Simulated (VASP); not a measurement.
A run of VASP 6.6.1:

The input INCAR:

```
SYSTEM = Pt
PREC = Accurate
ENCUT = 520
EDIFF = 1E-6
ISMEAR = 0
SIGMA = 0.15
LREAL = .FALSE.
LASPH = .TRUE.
NELM = 60
ALGO = Fast
ISIF = 2
LWAVE = .FALSE.
LCHARG = .FALSE.
GGA = PS
NBANDS = 17
```

The input KPOINTS:

```
regular mesh
0
G
  18 18 10
  0 0 0
```

Contents of POSCAR:

```
Pt
1.0
    2.6502389911      0.0000000000      0.0000000000
   -1.3251194956      2.4864388168      0.0000000000
    0.0000000000      0.0000000000      4.7921340000
Pt
2
Direct
    0.6666666667      0.3333333333      0.7500000000
    0.3333333333      0.6666666667      0.2500000000
```

Potentials or basis: VASP PAW PBE potentials, release 64 (Pt).

Run with:

```console
$ cat potpaw_PBE.64/Pt/POTCAR > POTCAR
$ mpirun -np 1 vasp_std > vasp.out
```

Hardware: 1 thread of AMD EPYC 9R45 96-Core Processor (Zen 5) (shared host).

How long does it take, and how much memory?

Wall time 120 s on 1 thread of AMD EPYC 9R45 96-Core Processor (Zen 5), with other jobs on the host, peak memory 0.31 GiB. Counts: scf iterations 13, k points 546.
